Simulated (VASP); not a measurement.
# InCu2 (P6_3/mmc) in VASP: notebook

Runs on InCu2. Level: LDA. Tasks: single point.

Program: VASP 6.6.1. These are calculated values, not measurements. Logs are shortened: lines on timing, memory, paths and dates and some standing lists are left out, and cuts for length are marked.

**1. The cell of the first run**

Symmetry: P6_3/mmc, No. 194, hexagonal system. The conventional cell has a = 4.294 Å, b = 4.294 Å, c = 5.233 Å, α = 90.00°, β = 90.00°, γ = 120.00°. Within 3.3 Å of In (site symmetry -6m2) lie 11 Cu at 2.48 to 2.80 Å. Within 3.3 Å of Cu (site symmetry -6m2) lie 5 In at 2.48 to 2.62 Å and 6 Cu at 2.80 Å. Within 3.5 Å of Cu (site symmetry -3m) lie 8 Cu at 2.62 to 2.80 Å and 6 In at 2.80 Å.

**2. Single point, LDA**

INCAR

```
PREC = Accurate
ENCUT = 600
EDIFF = 1E-6
ISMEAR = 1
SIGMA = 0.1
LREAL = False
LASPH = True
NELM = 120
ALGO = Normal
ISIF = 2
LWAVE = False
LCHARG = False
NBANDS = 44
GGA_COMPAT = False
```

KPOINTS

```
regular mesh
0
Gamma
  6 6 5
```

POSCAR

```
InCu2
1.0
    4.2943000000      0.0000000000      0.0000000000
   -2.1471500000      3.7189730000      0.0000000000
    0.0000000000      0.0000000000      5.2328000000
In Cu
2 4
Direct
    0.3333333333      0.6666666667      0.7500000000
    0.6666666667      0.3333333333      0.2500000000
    0.3333333333      0.6666666667      0.2500000000
    0.6666666667      0.3333333333      0.7500000000
    0.0000000000      0.0000000000      0.0000000000
    0.0000000000      0.0000000000      0.5000000000
```

Potentials or basis: VASP PAW LDA potentials, release 64 (In_d, Cu).

The run is started by

```bash
$ cat potpaw_LDA.64/In_d/POTCAR potpaw_LDA.64/Cu/POTCAR > POTCAR
$ mpirun -np 1 vasp_std > vasp.out
```

OUTCAR:

```text
PREC = Accurate
   ENCUT = 600
   EDIFF = 1E-6
   ISMEAR = 1
   LREAL = False
   LASPH = True
   NELM = 120
   ISIF = 2

 ion  position               nearest neighbor table
   1  0.333  0.667  0.750-   4 2.48   4 2.48   4 2.48   3 2.62   3 2.62   5 2.80   6 2.80   6 2.80
                             5 2.80   6 2.80   5 2.80   2 3.60   2 3.60   2 3.60   2 3.60   2 3.60
   2  0.667  0.333  0.250-   3 2.48   3 2.48   3 2.48   4 2.62   4 2.62   5 2.80   6 2.80   5 2.80
                             6 2.80   5 2.80   6 2.80   1 3.60   1 3.60   1 3.60   1 3.60   1 3.60
   3  0.333  0.667  0.250-   2 2.48   2 2.48   2 2.48   1 2.62   1 2.62
   4  0.667  0.333  0.750-   1 2.48   1 2.48   1 2.48   2 2.62   2 2.62
   5  0.000  0.000  0.000-   6 2.62   6 2.62   1 2.80   2 2.80   2 2.80   1 2.80   2 2.80   1 2.80

   6  0.000  0.000  0.500-   5 2.62   5 2.62   1 2.80   2 2.80   2 2.80   1 2.80   2 2.80   1 2.80

  LATTYP: Found a hexagonal cell.
 ALAT       =     4.2943000000
 C/A-ratio  =     1.2185455138

  Lattice vectors:

 A1 = (   4.2943000000,   0.0000000000,   0.0000000000)
 A2 = (  -2.1471500000,   3.7189730000,   0.0000000000)
 A3 = (   0.0000000000,   0.0000000000,   5.2328000000)

Analysis of symmetry for initial positions (statically):
=====================================================================
 Subroutine PRICEL returns:
 Original cell was already a primitive cell.

 Routine SETGRP: Setting up the symmetry group for a
 hexagonal supercell.

 Subroutine GETGRP returns: Found 24 space group operations
 (whereof 12 operations were pure point group operations)
 out of a pool of 24 trial point group operations.

The static configuration has the point symmetry D_3d.
 The point group associated with its full space group is D_6h.

Analysis of symmetry for dynamics (positions and initial velocities):
=====================================================================
 Subroutine PRICEL returns:
 Original cell was already a primitive cell.

 Routine SETGRP: Setting up the symmetry group for a
 hexagonal supercell.

 Subroutine GETGRP returns: Found 24 space group operations
 (whereof 12 operations were pure point group operations)
 out of a pool of 24 trial point group operations.

The dynamic configuration has the point symmetry D_3d.
 The point group associated with its full space group is D_6h.

 Subroutine INISYM returns: Found 24 space group operations
 (whereof 12 operations are pure point group operations),
 and found     1 'primitive' translations

----------------------------------------------------------------------------------------

                                     Primitive cell

  volume of cell :      83.5698

  direct lattice vectors                    reciprocal lattice vectors
     4.294300000  0.000000000  0.000000000     0.232866823  0.134445719  0.000000000
    -2.147150000  3.718973000  0.000000000     0.000000000  0.268891439  0.000000000
     0.000000000  0.000000000  5.232800000     0.000000000  0.000000000  0.191102278

  length of vectors
     4.294300000  4.294300094  5.232800000     0.268891444  0.268891439  0.191102278

  position of ions in fractional coordinates (direct lattice)
     0.333333333  0.666666667  0.750000000
     0.666666667  0.333333333  0.250000000
     0.333333333  0.666666667  0.250000000
     0.666666667  0.333333333  0.750000000
     0.000000000  0.000000000  0.000000000
     0.000000000  0.000000000  0.500000000

  ion indices of the primitive-cell ions
   primitive index   ion index
                 1           1
                 2           2
                 3           3
                 4           4
                 5           5
                 6           6

----------------------------------------------------------------------------------------

 KPOINTS: regular mesh

Automatic generation of k-mesh.
 Grid dimensions read from file:
 generate k-points for:    6    6    5

 Generating k-lattice:

  Cartesian coordinates                     Fractional coordinates (reciprocal lattice)
     0.038811137  0.022407620  0.000000000     0.166666667  0.000000000  0.000000000
     0.000000000  0.044815240  0.000000000     0.000000000  0.166666667  0.000000000
     0.000000000  0.000000000  0.038220456     0.000000000  0.000000000  0.200000000

  Length of vectors
     0.044815241  0.044815240  0.038220456

  Shift w.r.t. Gamma in fractional coordinates (k-lattice)
     0.000000000  0.000000000  0.000000000

 Subroutine IBZKPT returns following result:
 ===========================================

 Found     21 irreducible k-points:

 Following reciprocal coordinates:
            Coordinates               Weight
  0.000000  0.000000  0.000000      1.000000
  0.166667 -0.000000  0.000000      6.000000
  0.333333 -0.000000  0.000000      6.000000
  0.500000 -0.000000  0.000000      3.000000
  0.166667  0.166667  0.000000      6.000000
  0.333333  0.166667  0.000000     12.000000
[... 13 lines left out ...]
  0.333333  0.166667  0.400000     24.000000
  0.333333  0.333333  0.400000      4.000000
   k-points           NKPTS =     21   k-points in BZ     NKDIM =     21   number of bands    NBANDS=     44
   number of dos      NEDOS =    301   number of ions     NIONS =      6
   total plane-waves  NPLWV =  54432
   dimension x,y,z NGX =    36 NGY =   36 NGZ =   42
   dimension x,y,z NGXF=    72 NGYF=   72 NGZF=   84
   ions per type =               2   4
   NGX,Y,Z   is equivalent  to a cutoff of  13.94, 13.94, 13.34 a.u.
   NGXF,Y,Z  is equivalent  to a cutoff of  27.87, 27.87, 26.69 a.u.
 SYSTEM =  unknown system
   PREC   = accura    normal or accurate (medium, high low for compatibility)
   ISTART =      0    job   : 0-new  1-cont  2-samecut
   ICHARG =      2    charge: 1-file 2-atom 10-const
   ISPIN  =      1    spin polarized calculation?
   LNONCOLLINEAR =      F non collinear calculations
   LSORBIT =      F    spin-orbit coupling
   LASPH  =      T    aspherical Exc in radial PAW
   ENCUT  =  600.0 eV  44.10 Ry    6.64 a.u.   8.58  8.58 10.45*2*pi/ulx,y,z
   NELM   =    120;   NELMIN=  2; NELMDL= -5     # of ELM steps
   EDIFF  = 0.1E-05   stopping-criterion for ELM
   LREAL  =      F    real-space projection
   EDIFFG = 0.1E-04   stopping-criterion for IOM
   NSW    =      0    number of steps for IOM
   IBRION =     -1    ionic relax: 0-MD 1-quasi-New 2-CG
   NFREE  =      0    steps in history (QN), initial steepest desc. (CG)
   ISIF   =      2    stress and relaxation
   ISYM   =      2    0-nonsym 1-usesym 2-fastsym
   POTIM  = 0.5000    time-step for ionic-motion
   TEBEG  =    0.0;   TEEND  =   0.0 temperature during run
   PSTRESS=    0.0 pullay stress
   NELECT =      70.0000    total number of electrons
   NUPDOWN=      -1.0000    fix difference up-down
   EMIN   =  10.00;   EMAX   =-10.00  energy-range for DOS
   EFERMI =   0.00;   METHOD = LEGACY
   ISMEAR =     1;   SIGMA  =   0.10  broadening in eV -4-tet -1-fermi 0-gaus
   EFERMI_NEDOS =   21; number of points for ismear=-14 and -15
   IALGO  =     38    algorithm
   IMIX   =      4    mixing-type and parameters
     AMIX     =   0.40;   BMIX     =  1.00
     AMIX_MAG =   1.60;   BMIX_MAG =  1.00
  volume/ion in A,a.u.               =      13.93        93.99
  Fermi-wavevector in a.u.,A,eV,Ry     =   1.543208  2.916239 32.402131  2.381489
  Thomas-Fermi vector in A             =   2.648903
   LORBIT       =      0    0 simple, 1 ext, 2 COOP (PROOUT), +10 PAW based schemes
   GGA     = CA    functional components
   LHFCALC =     F    Hartree Fock is set to
   AEXX    =    0.0000 exact exchange contribution
   IVDW    =     0    specifies the selected vdW correction
   LEPSILON=     F    determine dielectric tensor
   LRPA    =     F    only Hartree local field effects (RPA)
 non-spin polarized calculation
 Methfessel and Paxton  Order N= 1 SIGMA  =   0.10
  energy-cutoff  :      600.00
  volume of cell :       83.57
 maximum number of plane-waves:      2821
 NGX is ok and might be reduce to    36
   NGX = 17   NGY = 17   NGZ = 21

 number of electron      70.0000044 magnetization

 Free energy of the ion-electron system (eV)
  ---------------------------------------------------
  ext. energy  EPLUGINS =         0.00000000
  ---------------------------------------------------
  free energy    TOTEN  =       -24.84141447 eV

  energy without entropy =      -24.84115931  energy(sigma->0) =      -24.84132941

 E-fermi :   9.8244     XC(G=0): -12.7950

 val. band max:        9.6116425387   @ k =   0.1667  -0.0000   0.0000
 cond. band min:       9.8869432401   @ k =   0.3333   0.1667   0.2000
 fundamental gap:      0.2753007014
 Fermi energy:         9.8243739963

 k-point     1 :       0.0000    0.0000    0.0000
  band No.  band energies     occupation
      1      -5.2819      2.00000
      2      -5.1556      2.00000
      3      -5.1556      2.00000
      4      -5.1536      2.00000
      5      -5.1303      2.00000
      6      -5.1303      2.00000
[... 36 lines left out ...]
     43      16.4858      0.00000
     44      16.6157      0.00000

 k-point     2 :       0.1667   -0.0000    0.0000
  band No.  band energies     occupation
      1      -5.2759      2.00000
      2      -5.1755      2.00000
      3      -5.1656      2.00000
      4      -5.1519      2.00000
      5      -5.1271      2.00000
      6      -5.1236      2.00000
[... 36 lines left out ...]
     43      15.7219      0.00000
     44      15.8723      0.00000

 k-point     3 :       0.3333   -0.0000    0.0000
  band No.  band energies     occupation
      1      -5.2767      2.00000
      2      -5.1927      2.00000
      3      -5.1840      2.00000
      4      -5.1558      2.00000
      5      -5.1147      2.00000
      6      -5.1132      2.00000
[... 835 lines left out ...]
     43      17.6525      0.00000
     44      17.9097      0.00000

 k-point    21 :       0.3333    0.3333    0.4000
  band No.  band energies     occupation
      1      -5.1724      2.00000
      2      -5.1724      2.00000
      3      -5.1498      2.00000
      4      -5.1316      2.00000
      5      -5.1143      2.00000
      6      -5.1114      2.00000
[... 36 lines left out ...]
     43      17.6463      0.00000
     44      17.6556      0.00000

------------------------ aborting loop because EDIFF is reached ----------------------------------------

  FORCE on cell =-STRESS in cart. coord.  units (eV):
  Direction    XX          YY          ZZ          XY          YZ          ZX
  --------------------------------------------------------------------------------------
  -------------------------------------------------------------------------------------
  Total        1.6037198      1.6037199      0.5490350      0.0000000      0.0000000      0.0000000
  in kB       30.7460636     30.7460654     10.5259444      0.0000000      0.0000000      0.0000000
  external PRESSURE =      24.0060245 kB  Pullay stress =       0.0000000 kB

 VOLUME and BASIS-vectors are now :
 -----------------------------------------------------------------------------
  energy-cutoff  :      600.00
  volume of cell :       83.57
      direct lattice vectors                 reciprocal lattice vectors
     4.294300000  0.000000000  0.000000000     0.232866823  0.134445719  0.000000000
    -2.147150000  3.718973000  0.000000000     0.000000000  0.268891439  0.000000000
     0.000000000  0.000000000  5.232800000     0.000000000  0.000000000  0.191102278

 POSITION                                       TOTAL-FORCE (eV/Angst)
 -----------------------------------------------------------------------------------
     -0.00000      2.47932      3.92460        -0.000000     -0.000000      0.000000
      2.14715      1.23966      1.30820         0.000000      0.000000      0.000000
     -0.00000      2.47932      1.30820         0.000000     -0.000000      0.000000
      2.14715      1.23966      3.92460        -0.000000      0.000000      0.000000
      0.00000      0.00000      0.00000        -0.000000      0.000000      0.000000
      0.00000      0.00000      2.61640        -0.000000      0.000000      0.000000
 -----------------------------------------------------------------------------------
    total drift:                                0.000000     -0.000000      0.000000

  FREE ENERGIE OF THE ION-ELECTRON SYSTEM (eV)
  ---------------------------------------------------
  free  energy   TOTEN  =       -24.8414144663 eV

  energy  without entropy=      -24.8411593105  energy(sigma->0) =      -24.84132941
```

It took 1.9 min on 1 thread of Intel Xeon 6975P-C (Granite Rapids), shared host; peak memory 0.23 GiB.

What came out:

* Free energy: -24.8414 eV
* Pressure: 2.4 GPa
* Band gap on the k mesh: zero (band 35 reaches 12.28 eV, above the bottom of band 36 at 7.61 eV)

Stress tensor (GPa, compression positive):
```
3.07 0.00 0.00
0.00 3.07 0.00
0.00 0.00 1.05
```

Caveat: spin-orbit coupling is left out, which moves the levels of the heavy elements.

[end of part 1 of 2]
